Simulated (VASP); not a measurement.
Set up this calculation in VASP 6.6.1, as the native input.

* Task: single point
* Functional: PBE
* Potentials or basis: VASP PAW PBE potentials, release 64 (Ir)
* Cutoff: 520 eV
* k mesh: 20 × 20 × 11
* Occupations: fermi-dirac, width 0.05 eV
* Spin: no spin polarisation
* Dipole correction: no
* Further INCAR settings: ALGO = Normal; EDIFF = 1e-07; NBANDS = 16

The structure of Ir lies in POSCAR:

```
Ir
1.0
    2.7481457205      0.0000000000      0.0000000000
   -1.3740728603      2.3799640073      0.0000000000
    0.0000000000      0.0000000000      4.4530665118
Ir
2
Direct
    0.3333333333      0.6666666667      0.2500000000
    0.6666666667      0.3333333333      0.7500000000
```

This isn't the form of Ir at room conditions, which is fcc.

The input as run:

INCAR

```
ALGO     = Normal         # electronic algorithm
EDIFF    = 1E-7           # SCF threshold, eV
ENCUT    = 520            # plane-wave cutoff, eV
GGA      = PE             # functional
ISIF     = 2              # what is computed and relaxed
ISMEAR   = -1             # smearing method
LASPH    = True           # aspherical terms in the spheres
LCHARG   = True           # write CHGCAR
LELF     = True           # ELF
LREAL    = False          # projectors in reciprocal space
LVHAR    = True         
LWAVE    = False          # write WAVECAR
NBANDS   = 16             # bands
NELM     = 80             # most SCF steps
PREC     = Accurate       # precision mode
SIGMA    = 0.05           # smearing width, eV
```

KPOINTS

```
k-points
0
Gamma
  20 20 11
```

Potentials or basis: VASP PAW PBE potentials, release 64 (Ir).

Run with:

```console
$ cat potpaw_PBE.64/Ir/POTCAR > POTCAR
$ mpirun -np 1 vasp_std > vasp.out
```

It gave:

```yaml
Pressure: 0.5 GPa
Band_gap_on_the_k_mesh: zero (bands 9 and 10 overlap by 3.22 eV)
```

Caveat: spin-orbit coupling is left out, which moves the levels of the heavy elements.

Wall time 2.5 min on 1 thread of Intel Xeon 8259CL, with other jobs on the host, peak memory 0.22 GiB.
